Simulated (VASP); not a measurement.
# SnO (P4/nmm) in VASP: settings compared

The runs below take SnO through single point, with revPBE+D4, r2SCAN.

All numbers are computed with VASP 6.6.1; they aren't measurements. Logs are shortened: lines on timing, memory, paths and dates and some standing lists are left out, and cuts for length are marked.

### 1 The cell of the first run

The structure is tetragonal, space group P4/nmm (No. 129). Conventional cell: a = 3.838 Å, b = 3.838 Å, c = 4.677 Å, α = 90.00°, β = 90.00°, γ = 90.00°. Within 3.0 Å of Sn (site symmetry 4mm) lie 4 O at 2.24 Å. O (site symmetry -4m2) has 4 Sn at 2.24 Å and 4 O at 2.71 Å within 3.0 Å.

### 2 Single point, revPBE+D4

File INCAR:

```
PREC = Accurate
ENCUT = 1340
EDIFF = 1E-6
ISMEAR = -1
SIGMA = 0.05
LREAL = F
LASPH = T
NELM = 120
ALGO = Normal
ISIF = 2
LWAVE = F
LCHARG = F
GGA = RE
IVDW = 13
NBANDS = 28
GGA_COMPAT = F
```

File KPOINTS:

```
Automatic mesh
0
Gamma
  7 7 6
```

File POSCAR:

```
SnO
1.0
    3.8380242943      0.0000000000      0.0000000000
    0.0000000000      3.8380242943      0.0000000000
    0.0000000000      0.0000000000      4.6769471530
Sn O
2 2
Direct
    0.5000000000      0.0000000000      0.7514440271
    0.0000000000      0.5000000000      0.2485559729
    0.0000000000      0.0000000000      0.0000000000
    0.5000000000      0.5000000000      0.0000000000
```

Potentials or basis: VASP PAW PBE potentials, release 64 (Sn_d, O_h).

Command:

```console
$ cat potpaw_PBE.64/Sn_d/POTCAR potpaw_PBE.64/O_h/POTCAR > POTCAR
$ mpirun -np 1 vasp_std > vasp.out
```

OUTCAR:

```text
PREC = Accurate
   ENCUT = 1340
   EDIFF = 1E-6
   ISMEAR = -1
   LREAL = F
   LASPH = T
   NELM = 120
   ISIF = 2
   GGA = RE
   IVDW = 13

 ion  position               nearest neighbor table
   1  0.500  0.000  0.751-   3 2.24   4 2.24   4 2.24   3 2.24   2 3.57   2 3.57   2 3.57   2 3.57
                             2 3.59   2 3.59   2 3.59   2 3.59
   2  0.000  0.500  0.249-   3 2.24   4 2.24   3 2.24   4 2.24   1 3.57   1 3.57   1 3.57   1 3.57
                             1 3.59   1 3.59   1 3.59   1 3.59
   3  0.000  0.000  0.000-   1 2.24   2 2.24   2 2.24   1 2.24
   4  0.500  0.500  0.000-   1 2.24   2 2.24   1 2.24   2 2.24

  LATTYP: Found a simple tetragonal cell.
 ALAT       =     3.8380242943
 C/A-ratio  =     1.2185819563

  Lattice vectors:

 A1 = (   3.8380242943,   0.0000000000,   0.0000000000)
 A2 = (   0.0000000000,   3.8380242943,   0.0000000000)
 A3 = (   0.0000000000,   0.0000000000,   4.6769471530)

Analysis of symmetry for initial positions (statically):
=====================================================================
 Subroutine PRICEL returns:
 Original cell was already a primitive cell.

 Routine SETGRP: Setting up the symmetry group for a
 simple tetragonal supercell.

 Subroutine GETGRP returns: Found 16 space group operations
 (whereof  8 operations were pure point group operations)
 out of a pool of 16 trial point group operations.

The static configuration has the point symmetry D_2d.
 The point group associated with its full space group is D_4h.

Analysis of symmetry for dynamics (positions and initial velocities):
=====================================================================
 Subroutine PRICEL returns:
 Original cell was already a primitive cell.

 Routine SETGRP: Setting up the symmetry group for a
 simple tetragonal supercell.

 Subroutine GETGRP returns: Found 16 space group operations
 (whereof  8 operations were pure point group operations)
 out of a pool of 16 trial point group operations.

The dynamic configuration has the point symmetry D_2d.
 The point group associated with its full space group is D_4h.

 Subroutine INISYM returns: Found 16 space group operations
 (whereof  8 operations are pure point group operations),
 and found     1 'primitive' translations

----------------------------------------------------------------------------------------

                                     Primitive cell

  volume of cell :      68.8934

  direct lattice vectors                    reciprocal lattice vectors
     3.838024294  0.000000000  0.000000000     0.260550722  0.000000000  0.000000000
     0.000000000  3.838024294  0.000000000     0.000000000  0.260550722  0.000000000
     0.000000000  0.000000000  4.676947153     0.000000000  0.000000000  0.213814689

  length of vectors
     3.838024294  3.838024294  4.676947153     0.260550722  0.260550722  0.213814689

  position of ions in fractional coordinates (direct lattice)
     0.500000000  0.000000000  0.751444027
     0.000000000  0.500000000  0.248555973
     0.000000000  0.000000000  0.000000000
     0.500000000  0.500000000  0.000000000

  ion indices of the primitive-cell ions
   primitive index   ion index
                 1           1
                 2           2
                 3           3
                 4           4

----------------------------------------------------------------------------------------

 KPOINTS: Automatic mesh

Automatic generation of k-mesh.
 Grid dimensions read from file:
 generate k-points for:    7    7    6

 Generating k-lattice:

  Cartesian coordinates                     Fractional coordinates (reciprocal lattice)
     0.037221532  0.000000000  0.000000000     0.142857143  0.000000000  0.000000000
     0.000000000  0.037221532  0.000000000     0.000000000  0.142857143  0.000000000
     0.000000000  0.000000000  0.035635781     0.000000000  0.000000000  0.166666667

  Length of vectors
     0.037221532  0.037221532  0.035635781

  Shift w.r.t. Gamma in fractional coordinates (k-lattice)
     0.000000000  0.000000000  0.000000000

 Subroutine IBZKPT returns following result:
 ===========================================

 Found     40 irreducible k-points:

 Following reciprocal coordinates:
            Coordinates               Weight
  0.000000  0.000000  0.000000      1.000000
  0.142857  0.000000  0.000000      4.000000
  0.285714  0.000000  0.000000      4.000000
  0.428571  0.000000  0.000000      4.000000
  0.142857  0.142857  0.000000      4.000000
  0.285714  0.142857  0.000000      8.000000
[... 16 lines left out ...]
  0.285714  0.000000  0.333333      8.000000
  0.428571  0.000000  0.333333      8.000000
 [... further k-points ...]
   k-points           NKPTS =     40   k-points in BZ     NKDIM =     40   number of bands    NBANDS=     28
   number of dos      NEDOS =    301   number of ions     NIONS =      4
   total plane-waves  NPLWV = 129024
   dimension x,y,z NGX =    48 NGY =   48 NGZ =   56
   dimension x,y,z NGXF=    96 NGYF=   96 NGZF=  112
   ions per type =               2   2
   NGX,Y,Z   is equivalent  to a cutoff of  20.79, 20.79, 19.91 a.u.
   NGXF,Y,Z  is equivalent  to a cutoff of  41.58, 41.58, 39.81 a.u.
 SYSTEM =  unknown system
   PREC   = accura    normal or accurate (medium, high low for compatibility)
   ISTART =      0    job   : 0-new  1-cont  2-samecut
   ICHARG =      2    charge: 1-file 2-atom 10-const
   ISPIN  =      1    spin polarized calculation?
   LNONCOLLINEAR =      F non collinear calculations
   LSORBIT =      F    spin-orbit coupling
   LASPH  =      T    aspherical Exc in radial PAW
   ENCUT  = 1340.0 eV  98.49 Ry    9.92 a.u.  11.46 11.46 13.96*2*pi/ulx,y,z
   NELM   =    120;   NELMIN=  2; NELMDL= -5     # of ELM steps
   EDIFF  = 0.1E-05   stopping-criterion for ELM
   LREAL  =      F    real-space projection
   EDIFFG = 0.1E-04   stopping-criterion for IOM
   NSW    =      0    number of steps for IOM
   IBRION =     -1    ionic relax: 0-MD 1-quasi-New 2-CG
   NFREE  =      0    steps in history (QN), initial steepest desc. (CG)
   ISIF   =      2    stress and relaxation
   ISYM   =      2    0-nonsym 1-usesym 2-fastsym
   POTIM  = 0.5000    time-step for ionic-motion
   TEBEG  =    0.0;   TEEND  =   0.0 temperature during run
   PSTRESS=    0.0 pullay stress
   NELECT =      40.0000    total number of electrons
   NUPDOWN=      -1.0000    fix difference up-down
   EMIN   =  10.00;   EMAX   =-10.00  energy-range for DOS
   EFERMI =   0.00;   METHOD = LEGACY
   ISMEAR =    -1;   SIGMA  =   0.05  broadening in eV -4-tet -1-fermi 0-gaus
   EFERMI_NEDOS =   21; number of points for ismear=-14 and -15
   IALGO  =     38    algorithm
   IMIX   =      4    mixing-type and parameters
     AMIX     =   0.40;   BMIX     =  1.00
     AMIX_MAG =   1.60;   BMIX_MAG =  1.00
  volume/ion in A,a.u.               =      17.22       116.23
  Fermi-wavevector in a.u.,A,eV,Ry     =   1.365743  2.580879 25.378306  1.865253
  Thomas-Fermi vector in A             =   2.491944
   LORBIT       =      0    0 simple, 1 ext, 2 COOP (PROOUT), +10 PAW based schemes
   GGA     = RE    functional components
   LHFCALC =     F    Hartree Fock is set to
   AEXX    =    0.0000 exact exchange contribution
   IVDW    =    13    specifies the selected vdW correction
   LEPSILON=     F    determine dielectric tensor
   LRPA    =     F    only Hartree local field effects (RPA)
 non-spin polarized calculation
  energy-cutoff  :     1340.00
  volume of cell :       68.89
 maximum number of plane-waves:      7724
 NGX is ok and might be reduce to    48
   NGX = 23   NGY = 23   NGZ = 27

 number of electron      40.0000002 magnetization

 Free energy of the ion-electron system (eV)
  ---------------------------------------------------
  ext. energy  EPLUGINS =         0.00000000
  ---------------------------------------------------
  free energy    TOTEN  =       -21.33357055 eV

  energy without entropy =      -21.33177549  energy(sigma->0) =      -21.33267302

 E-fermi :   7.6762     XC(G=0): -10.2590

 val. band max:        7.6241530145   @ k =   0.0000   0.0000   0.0000
 cond. band min:       7.7344548403   @ k =   0.4286   0.4286   0.0000
 fundamental gap:      0.1103018257
 Fermi energy:         7.6762015678

 k-point     1 :       0.0000    0.0000    0.0000
  band No.  band energies     occupation
      1     -14.3843      2.00000
      2     -14.0008      2.00000
      3     -14.0008      2.00000
      4     -13.9865      2.00000
      5     -13.9649      2.00000
      6     -13.9552      2.00000
[... 20 lines left out ...]
     27      14.2597      0.00000
     28      14.6128      0.00000

 k-point     2 :       0.1429    0.0000    0.0000
  band No.  band energies     occupation
      1     -14.3722      2.00000
      2     -13.9974      2.00000
      3     -13.9947      2.00000
      4     -13.9881      2.00000
      5     -13.9649      2.00000
      6     -13.9480      2.00000
[... 20 lines left out ...]
     27      14.4326      0.00000
     28      16.0198      0.00000

 k-point     3 :       0.2857    0.0000    0.0000
  band No.  band energies     occupation
      1     -14.3390      2.00000
      2     -14.0859      2.00000
      3     -13.9865      2.00000
      4     -13.9783      2.00000
      5     -13.9636      2.00000
      6     -13.9570      2.00000
[... 20 lines left out ...]
     27      14.7517      0.00000
     28      18.1590      0.00000

 k-point     4 :       0.4286    0.0000    0.0000
  band No.  band energies     occupation
      1     -14.2849      2.00000
      2     -14.2013      2.00000
      3     -13.9709      2.00000
      4     -13.9602      2.00000
      5     -13.9593      2.00000
      6     -13.9583      2.00000
[... 578 lines left out ...]
     27      15.7779      0.00000
     28      16.3558      0.00000

 k-point    23 :       0.2857    0.0000    0.3333
  band No.  band energies     occupation
      1     -14.3352      2.00000
      2     -14.1193      2.00000
      3     -13.9965      2.00000
      4     -13.9681      2.00000
      5     -13.9635      2.00000
      6     -13.9601      2.00000
[... 20 lines left out ...]
     27      16.1105      0.00000
     28      17.9234      0.00000

 k-point    24 :       0.4286    0.0000    0.3333
  band No.  band energies     occupation
      1     -14.2954      2.00000
      2     -14.2251      2.00000
      3     -13.9988      2.00000
      4     -13.9887      2.00000
      5     -13.9556      2.00000
      6     -13.9538      2.00000
[... 20 lines left out ...]
     27      16.5052      0.00000
     28      17.2232      0.00000

 [... further k-points ...]

------------------------ aborting loop because EDIFF is reached ----------------------------------------

  DFT-D4 for vdW energy calculation

  Edisp (eV):   -1.92314

  FORCE on cell =-STRESS in cart. coord.  units (eV):
  Direction    XX          YY          ZZ          XY          YZ          ZX
  --------------------------------------------------------------------------------------
  -------------------------------------------------------------------------------------
  Total       0.04358     0.04358     0.05726     0.00000     0.00000     0.00000
  in kB       1.01360     1.01360     1.33152     0.00000     0.00000     0.00000
  external pressure =        1.12 kB  Pullay stress =        0.00 kB

 VOLUME and BASIS-vectors are now :
 -----------------------------------------------------------------------------
  energy-cutoff  :     1340.00
  volume of cell :       68.89
      direct lattice vectors                 reciprocal lattice vectors
     3.838024294  0.000000000  0.000000000     0.260550722  0.000000000  0.000000000
     0.000000000  3.838024294  0.000000000     0.000000000  0.260550722  0.000000000
     0.000000000  0.000000000  4.676947153     0.000000000  0.000000000  0.213814689

 POSITION                                       TOTAL-FORCE (eV/Angst)
 -----------------------------------------------------------------------------------
      1.91901      0.00000      3.51446        -0.000000      0.000000     -0.066934
      0.00000      1.91901      1.16248         0.000000      0.000000      0.066934
      0.00000      0.00000      0.00000         0.000000     -0.000000      0.000000
      1.91901      1.91901      0.00000         0.000000      0.000000      0.000000
 -----------------------------------------------------------------------------------
    total drift:                                0.000000      0.000000      0.000000

  FREE ENERGIE OF THE ION-ELECTRON SYSTEM (eV)
  ---------------------------------------------------
  free  energy   TOTEN  =       -23.2567103522 eV

  energy  without entropy=      -23.2549152928  energy(sigma->0) =      -23.25581282
```

It took 3.3 min on 1 thread of Intel Xeon Platinum 8375C at 2.90GHz (Ice Lake), shared host; peak memory 0.49 GiB.

What came out:

* Free energy: -23.2567 eV
* Pressure: 0.1 GPa
* Largest force: 0.067 eV/Å
* Band gap on the k mesh: 0.11 eV (least direct gap 1.87 eV)
* Dispersion energy per atom: -0.481 eV

Forces in eV/Å, atoms in the order of the input:
```
Sn   0.000  0.000 -0.067
Sn   0.000  0.000  0.067
O    0.000  0.000  0.000
O    0.000  0.000  0.000
```

Caveat: semilocal functionals underestimate gaps, and a narrow one can read as zero; the PAW data sets were made with another functional, which shifts forces and pressure a little; spin-orbit coupling is left out, which moves the levels of the heavy elements. A k mesh can miss the band edges.

### 3 Single point, r2SCAN

This run uses another cell than the first one, of 16.70 Å³/atom.

File POSCAR:

```
SnO
1.0
    3.7358428604      0.0000000000      0.0000000000
    0.0000000000      3.7358428604      0.0000000000
    0.0000000000      0.0000000000      4.7871523832
Sn O
2 2
Direct
    0.5000000000      0.0000000000      0.7646261400
    0.0000000000      0.5000000000      0.2353738600
    0.0000000000      0.0000000000      0.0000000000
    0.5000000000      0.5000000000      0.0000000000
```

File INCAR.step1:

```
SYSTEM = SnO
ALGO = Normal
EDIFF = 1E-4
ENCUT = 520
GGA = PE
ISMEAR = -1
LASPH = .TRUE.
LCHARG = .FALSE.
LREAL = .FALSE.
LWAVE = .TRUE.
NBANDS = 28
NELM = 60
PREC = Accurate
SIGMA = 0.05
```

File INCAR.step2:

```
SYSTEM = SnO
ALGO = Normal
EDIFF = 1E-6
ENCUT = 520
ISIF = 2
ISMEAR = -1
ISTART = 1
LASPH = .TRUE.
LCHARG = .FALSE.
LMIXTAU = .TRUE.
LREAL = .FALSE.
LWAVE = .FALSE.
METAGGA = R2SCAN
NBANDS = 28
NELM = 60
PREC = Accurate
SIGMA = 0.05
```

File KPOINTS:

```
k-points
0
G
  7 7 6
  0 0 0
```

Potentials or basis: VASP PAW PBE potentials, release 64 (Sn_d, O).

Command:

```console
$ cat potpaw_PBE.64/Sn_d/POTCAR potpaw_PBE.64/O/POTCAR > POTCAR
$ cp INCAR.step1 INCAR
$ mpirun -np 1 vasp_std > vasp.out
$ cp INCAR.step2 INCAR
$ mpirun -np 1 vasp_std > vasp.out
```

Run time: 2.9 min. Hardware: 1 thread of Intel Xeon Platinum 8259CL at 2.50GHz (Skylake/Cascade Lake), shared host; peak memory 0.21 GiB.

It converged, with:

```
Free energy            : -66.8089 eV
Pressure               : 7.1 GPa
Largest force          : 0.977 eV/Å
Band gap on the k mesh : 0.24 eV (least direct gap 2.33 eV)
```

Forces on the atoms (eV/Å):
```
Sn   0.000  0.000 -0.977
Sn   0.000  0.000  0.977
O    0.000  0.000  0.000
O    0.000  0.000  0.000
```

Stress tensor (GPa, compression positive):
```
7.67 0.00 0.00
0.00 7.67 0.00
0.00 0.00 5.90
```

Levels at points of the mesh, in eV from the valence-band top:
| k point | band 17 | band 18 | band 19 | band 20 | band 21 | band 22 | band 23 | band 24 |
| --- | --- | --- | --- | --- | --- | --- | --- | --- |
| (0.00, 0.00, 0.00) | -4.37 | -4.07 | -4.07 | 0.00 | 2.45 | 4.41 | 4.89 | 4.89 |
| (0.00, 0.00, 0.50) | -4.08 | -4.08 | -3.03 | -2.92 | 1.85 | 3.03 | 3.03 | 3.82 |

Caveat: the cell stands under pressure; semilocal functionals underestimate gaps, and a narrow one can read as zero; the PAW data sets were made with another functional, which shifts forces and pressure a little; spin-orbit coupling is left out, which moves the levels of the heavy elements. A k mesh can miss the band edges.

### 4 Single point, r2SCAN

This run uses another cell than the first one, of 17.77 Å³/atom.

File POSCAR:

```
SnO
1.0
    3.8136952200      0.0000000000      0.0000000000
    0.0000000000      3.8136952200      0.0000000000
    0.0000000000      0.0000000000      4.8869133000
Sn O
2 2
Direct
    0.5000000000      0.0000000000      0.7646261400
    0.0000000000      0.5000000000      0.2353738600
    0.0000000000      0.0000000000      0.0000000000
    0.5000000000      0.5000000000      0.0000000000
```

File INCAR.step1:

```
SYSTEM = SnO
  ALGO = Normal
  EDIFF = 1E-4
  ENCUT = 520
  GGA = PE
  ISMEAR = -1
  LASPH = .TRUE.
  LCHARG = .FALSE.
  LREAL = .FALSE.
  LWAVE = .TRUE.
  NBANDS = 28
  NELM = 80
  PREC = Accurate
  SIGMA = 0.05
```

File INCAR.step2:

```
SYSTEM = SnO
  ALGO = Normal
  EDIFF = 1E-6
  ENCUT = 520
  ISIF = 2
  ISMEAR = -1
  ISTART = 1
  LASPH = .TRUE.
  LCHARG = .FALSE.
  LMIXTAU = .TRUE.
  LREAL = .FALSE.
  LWAVE = .FALSE.
  METAGGA = R2SCAN
  NBANDS = 28
  NELM = 80
  PREC = Accurate
  SIGMA = 0.05
```

KPOINTS is that of step 3.

Command:

```console
$ cat potpaw_PBE.64/Sn_d/POTCAR potpaw_PBE.64/O/POTCAR > POTCAR
$ cp INCAR.step1 INCAR
$ mpirun -np 1 vasp_std > vasp.out
$ cp INCAR.step2 INCAR
$ mpirun -np 1 vasp_std > vasp.out
```

Wall time 2.9 min (1 thread of Intel Xeon Platinum 8259CL at 2.50GHz (Skylake/Cascade Lake), shared host); peak memory 0.21 GiB.

It converged, with:

* Free energy: -66.9044 eV
* Pressure: 0.1 GPa
* Largest force: 0.015 eV/Å
* Band gap on the k mesh: 0.51 eV (least direct gap 2.37 eV)

Forces in eV/Å, atoms in the order of the input:
```
Sn   0.000  0.000 -0.015
Sn   0.000  0.000  0.015
O    0.000  0.000  0.000
O    0.000  0.000  0.000
```

Stress tensor (GPa, compression positive):
```
0.07 0.00 0.00
0.00 0.07 0.00
0.00 0.00 0.20
```

Levels at points of the mesh, in eV from the valence-band top:
| k point | band 16 | band 17 | band 18 | band 19 | band 20 | band 21 | band 22 | band 23 | band 24 | band 25 |
| --- | --- | --- | --- | --- | --- | --- | --- | --- | --- | --- |
| (0.00, 0.00, 0.00) | -6.65 | -3.84 | -3.54 | -3.54 | 0.00 | 2.37 | 4.52 | 4.93 | 4.93 | 6.03 |
| (0.00, 0.00, 0.50) | -3.90 | -3.55 | -3.55 | -3.16 | -2.49 | 1.98 | 3.20 | 3.20 | 3.84 | 8.31 |

Caveat: semilocal functionals underestimate gaps, and a narrow one can read as zero; the PAW data sets were made with another functional, which shifts forces and pressure a little; spin-orbit coupling is left out, which moves the levels of the heavy elements. A k mesh can miss the band edges.

(Part 1 of 2 ends here.)
